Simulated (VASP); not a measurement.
# LiH (Fm-3m) in VASP: notebook

LiH is run at these levels: PBE, r2SCAN; tasks: single point.

Program: VASP 6.6.1. These are calculated values, not measurements. Logs are shortened: lines on timing, memory, paths and dates and some standing lists are left out, and cuts for length are marked.

## 1. The cell of the first run

It takes space group Fm-3m (No. 225, cubic). The conventional cell has a = 4.006 Å, b = 4.006 Å, c = 4.006 Å, α = 90.00°, β = 90.00°, γ = 90.00°. Li (site symmetry m-3m) has 6 H at 2.00 Å within 2.7 Å. Within 2.7 Å of H (site symmetry m-3m) lie 6 Li at 2.00 Å.

## 2. Single point, PBE

Input file INCAR:

```
SYSTEM = LiH
PREC = Accurate
ENCUT = 520
EDIFF = 1E-7
ISMEAR = 0
SIGMA = 0.01
LREAL = .FALSE.
LASPH = .TRUE.
NELM = 60
ALGO = Normal
ISIF = 2
LWAVE = .FALSE.
LCHARG = .FALSE.
GGA = PE
NBANDS = 9
```

Input file KPOINTS:

```
Automatic mesh
0
G
  8 8 8
  0 0 0
```

Input file POSCAR:

```
LiH
1.0
    0.0000000000      2.0029948777      2.0029948777
    2.0029948777      0.0000000000      2.0029948777
    2.0029948777      2.0029948777      0.0000000000
Li H
1 1
Direct
    0.0000000000      0.0000000000      0.0000000000
    0.5000000000      0.5000000000      0.5000000000
```

Potentials or basis: VASP PAW PBE potentials, release 64 (Li_sv, H).

Command:

```console
> cat potpaw_PBE.64/Li_sv/POTCAR potpaw_PBE.64/H/POTCAR > POTCAR
> mpirun -np 1 vasp_std > vasp.out
```

OUTCAR:

```text
SYSTEM = LiH
   PREC = Accurate
   ENCUT = 520
   EDIFF = 1E-7
   ISMEAR = 0
   LREAL = .FALSE.
   LASPH = .TRUE.
   NELM = 60
   ISIF = 2
   GGA = PE

 ion  position               nearest neighbor table
   1  0.000  0.000  0.000-
   2  0.500  0.500  0.500-

  LATTYP: Found a face centered cubic cell.
 ALAT       =     4.0059897554

  Lattice vectors:

 A1 = (   0.0000000000,   2.0029948777,   2.0029948777)
 A2 = (   2.0029948777,   0.0000000000,   2.0029948777)
 A3 = (   2.0029948777,   2.0029948777,   0.0000000000)

Analysis of symmetry for initial positions (statically):
=====================================================================
 Subroutine PRICEL returns:
 Original cell was already a primitive cell.

 Routine SETGRP: Setting up the symmetry group for a
 face centered cubic supercell.

 Subroutine GETGRP returns: Found 48 space group operations
 (whereof 48 operations were pure point group operations)
 out of a pool of 48 trial point group operations.

The static configuration has the point symmetry O_h .

Analysis of symmetry for dynamics (positions and initial velocities):
=====================================================================
 Subroutine PRICEL returns:
 Original cell was already a primitive cell.

 Routine SETGRP: Setting up the symmetry group for a
 face centered cubic supercell.

 Subroutine GETGRP returns: Found 48 space group operations
 (whereof 48 operations were pure point group operations)
 out of a pool of 48 trial point group operations.

The dynamic configuration has the point symmetry O_h .

 Subroutine INISYM returns: Found 48 space group operations
 (whereof 48 operations are pure point group operations),
 and found     1 'primitive' translations

----------------------------------------------------------------------------------------

                                     Primitive cell

  volume of cell :      16.0720

  direct lattice vectors                    reciprocal lattice vectors
     0.000000000  2.002994878  2.002994878    -0.249626200  0.249626200  0.249626200
     2.002994878  0.000000000  2.002994878     0.249626200 -0.249626200  0.249626200
     2.002994878  2.002994878  0.000000000     0.249626200  0.249626200 -0.249626200

  length of vectors
     2.832662521  2.832662521  2.832662521     0.432365261  0.432365261  0.432365261

  position of ions in fractional coordinates (direct lattice)
     0.000000000  0.000000000  0.000000000
     0.500000000  0.500000000  0.500000000

  ion indices of the primitive-cell ions
   primitive index   ion index
                 1           1
                 2           2

----------------------------------------------------------------------------------------

 KPOINTS: Automatic mesh

Automatic generation of k-mesh.
 Grid dimensions read from file:
 generate k-points for:    8    8    8

 Generating k-lattice:

  Cartesian coordinates                     Fractional coordinates (reciprocal lattice)
    -0.031203275  0.031203275  0.031203275     0.125000000  0.000000000  0.000000000
     0.031203275 -0.031203275  0.031203275     0.000000000  0.125000000  0.000000000
     0.031203275  0.031203275 -0.031203275     0.000000000  0.000000000  0.125000000

  Length of vectors
     0.054045658  0.054045658  0.054045658

  Shift w.r.t. Gamma in fractional coordinates (k-lattice)
     0.000000000  0.000000000  0.000000000

 Subroutine IBZKPT returns following result:
 ===========================================

 Found     29 irreducible k-points:

 Following reciprocal coordinates:
            Coordinates               Weight
  0.000000  0.000000  0.000000      1.000000
  0.125000  0.000000  0.000000      8.000000
  0.250000  0.000000  0.000000      8.000000
  0.375000  0.000000  0.000000      8.000000
  0.500000  0.000000  0.000000      4.000000
  0.125000  0.125000  0.000000      6.000000
[... 16 lines left out ...]
  0.500000  0.250000  0.125000     48.000000
 -0.375000  0.250000  0.125000     24.000000
 [... further k-points ...]
   k-points           NKPTS =     29   k-points in BZ     NKDIM =     29   number of bands    NBANDS=      9
   number of dos      NEDOS =    301   number of ions     NIONS =      2
   total plane-waves  NPLWV =  13824
   dimension x,y,z NGX =    24 NGY =   24 NGZ =   24
   dimension x,y,z NGXF=    48 NGYF=   48 NGZF=   48
   ions per type =               1   1
   NGX,Y,Z   is equivalent  to a cutoff of  14.09, 14.09, 14.09 a.u.
   NGXF,Y,Z  is equivalent  to a cutoff of  28.17, 28.17, 28.17 a.u.
 SYSTEM =  LiH
   PREC   = accura    normal or accurate (medium, high low for compatibility)
   ISTART =      0    job   : 0-new  1-cont  2-samecut
   ICHARG =      2    charge: 1-file 2-atom 10-const
   ISPIN  =      1    spin polarized calculation?
   LNONCOLLINEAR =      F non collinear calculations
   LSORBIT =      F    spin-orbit coupling
   LASPH  =      T    aspherical Exc in radial PAW
   ENCUT  =  520.0 eV  38.22 Ry    6.18 a.u.   5.27  5.27  5.27*2*pi/ulx,y,z
   NELM   =     60;   NELMIN=  2; NELMDL= -5     # of ELM steps
   EDIFF  = 0.1E-06   stopping-criterion for ELM
   LREAL  =      F    real-space projection
   EDIFFG = 0.1E-05   stopping-criterion for IOM
   NSW    =      0    number of steps for IOM
   IBRION =     -1    ionic relax: 0-MD 1-quasi-New 2-CG
   NFREE  =      0    steps in history (QN), initial steepest desc. (CG)
   ISIF   =      2    stress and relaxation
   ISYM   =      2    0-nonsym 1-usesym 2-fastsym
   POTIM  = 0.5000    time-step for ionic-motion
   TEBEG  =    0.0;   TEEND  =   0.0 temperature during run
   PSTRESS=    0.0 pullay stress
   NELECT =       4.0000    total number of electrons
   NUPDOWN=      -1.0000    fix difference up-down
   EMIN   =  10.00;   EMAX   =-10.00  energy-range for DOS
   EFERMI =   0.00;   METHOD = LEGACY
   ISMEAR =     0;   SIGMA  =   0.01  broadening in eV -4-tet -1-fermi 0-gaus
   EFERMI_NEDOS =   21; number of points for ismear=-14 and -15
   IALGO  =     38    algorithm
   IMIX   =      4    mixing-type and parameters
     AMIX     =   0.40;   BMIX     =  1.00
     AMIX_MAG =   1.60;   BMIX_MAG =  1.00
  volume/ion in A,a.u.               =       8.04        54.23
  Fermi-wavevector in a.u.,A,eV,Ry     =   1.029765  1.945975 14.427848  1.060417
  Thomas-Fermi vector in A             =   2.163830
   LORBIT       =      0    0 simple, 1 ext, 2 COOP (PROOUT), +10 PAW based schemes
   GGA     = PE    functional components
   LHFCALC =     F    Hartree Fock is set to
   AEXX    =    0.0000 exact exchange contribution
   IVDW    =     0    specifies the selected vdW correction
   LEPSILON=     F    determine dielectric tensor
   LRPA    =     F    only Hartree local field effects (RPA)
 non-spin polarized calculation
 Gauss-broadening in eV      SIGMA  =   0.01
  energy-cutoff  :      520.00
  volume of cell :       16.07
 maximum number of plane-waves:       445
 NGX is ok and might be reduce to    24
   NGX = 11   NGY = 11   NGZ = 11

 number of electron       3.9999995 magnetization

 Free energy of the ion-electron system (eV)
  ---------------------------------------------------
  ext. energy  EPLUGINS =         0.00000000
  ---------------------------------------------------
  free energy    TOTEN  =        -6.12691815 eV

  energy without entropy =       -6.12691815  energy(sigma->0) =       -6.12691815

 E-fermi :   0.1514     XC(G=0):  -8.5176

 val. band max:        0.1004065049   @ k =   0.5000   0.5000   0.0000
 cond. band min:       3.0781230238   @ k =   0.5000   0.5000   0.0000
 fundamental gap:      2.9777165189
 Fermi energy:         0.1513549989

 k-point     1 :       0.0000    0.0000    0.0000
  band No.  band energies     occupation
      1     -44.1888      2.00000
      2      -5.3401      2.00000
      3      16.2205      0.00000
      4      18.0108      0.00000
      5      18.0108      0.00000
      6      18.0108      0.00000
      7      22.7298      0.00000
      8      22.7298      0.00000
      9      22.7298      0.00000

 k-point     2 :       0.1250    0.0000    0.0000
  band No.  band energies     occupation
      1     -44.1821      2.00000
      2      -5.0645      2.00000
      3      13.9874      0.00000
      4      16.6816      0.00000
      5      17.4580      0.00000
      6      17.4580      0.00000
      7      22.2706      0.00000
      8      23.9177      0.00000
      9      23.9177      0.00000

 k-point     3 :       0.2500    0.0000    0.0000
  band No.  band energies     occupation
      1     -44.1655      2.00000
      2      -4.2751      2.00000
      3       9.8369      0.00000
      4      15.1842      0.00000
      5      16.7611      0.00000
      6      16.7611      0.00000
      7      22.2827      0.00000
      8      22.2827      0.00000
      9      23.7223      0.00000

 k-point     4 :       0.3750    0.0000    0.0000
  band No.  band energies     occupation
      1     -44.1490      2.00000
      2      -3.1777      2.00000
      3       6.4551      0.00000
      4      14.1459      0.00000
      5      16.5466      0.00000
      6      16.5466      0.00000
      7      20.0915      0.00000
      8      20.0915      0.00000
      9      25.9425      0.00000
[... 205 lines left out ...]
 k-point    22 :       0.3750    0.2500    0.1250
  band No.  band energies     occupation
      1     -44.1535      2.00000
      2      -3.5032      2.00000
      3       9.6862      0.00000
      4      10.4329      0.00000
      5      14.3420      0.00000
      6      17.7803      0.00000
      7      20.2578      0.00000
      8      23.9400      0.00000
      9      27.7746      0.00000

 k-point    23 :       0.5000    0.2500    0.1250
  band No.  band energies     occupation
      1     -44.1404      2.00000
      2      -2.3340      2.00000
      3       6.6652      0.00000
      4       9.2502      0.00000
      5      13.6693      0.00000
      6      16.9494      0.00000
      7      22.4520      0.00000
      8      24.4909      0.00000
      9      27.2357      0.00000

 k-point    24 :      -0.3750    0.2500    0.1250
  band No.  band energies     occupation
      1     -44.1349      2.00000
      2      -1.6186      2.00000
      3       5.1938      0.00000
      4       8.9564      0.00000
      5      13.4196      0.00000
      6      16.5425      0.00000
      7      23.1960      0.00000
      8      26.2598      0.00000
      9      27.4731      0.00000

 [... further k-points ...]
[... 5 lines left out ...]
  --------------------------------------------------------------------------------------
  -------------------------------------------------------------------------------------
  Total       -0.0221506     -0.0221506     -0.0221506      0.0000000      0.0000000      0.0000000
  in kB       -2.2081441     -2.2081441     -2.2081441      0.0000000      0.0000000      0.0000000
  external PRESSURE =      -2.2081441 kB  Pullay stress =       0.0000000 kB

 VOLUME and BASIS-vectors are now :
 -----------------------------------------------------------------------------
  energy-cutoff  :      520.00
  volume of cell :       16.07
      direct lattice vectors                 reciprocal lattice vectors
     0.000000000  2.002994878  2.002994878    -0.249626200  0.249626200  0.249626200
     2.002994878  0.000000000  2.002994878     0.249626200 -0.249626200  0.249626200
     2.002994878  2.002994878  0.000000000     0.249626200  0.249626200 -0.249626200

 POSITION                                       TOTAL-FORCE (eV/Angst)
 -----------------------------------------------------------------------------------
      0.00000      0.00000      0.00000         0.000000      0.000000      0.000000
      2.00299      2.00299      2.00299        -0.000000      0.000000      0.000000
 -----------------------------------------------------------------------------------
    total drift:                                0.000000     -0.000000     -0.000000

  FREE ENERGIE OF THE ION-ELECTRON SYSTEM (eV)
  ---------------------------------------------------
  free  energy   TOTEN  =        -6.1269181503 eV

  energy  without entropy=       -6.1269181503  energy(sigma->0) =       -6.12691815
```

It took 3.9 s on 1 thread of Intel Xeon Platinum 8259CL at 2.50GHz (Skylake/Cascade Lake), shared host; peak memory 0.13 GiB.

What came out:

```
Free energy            : -6.1269 eV
Band gap on the k mesh : 2.98 eV
```

Caveat: the cutoff is under 1.25 times the usual one of these potentials, so pressure, stress and relaxed cells hold a basis-set (Pulay) error. A k mesh can miss the band edges.

[end of part 1 of 2]
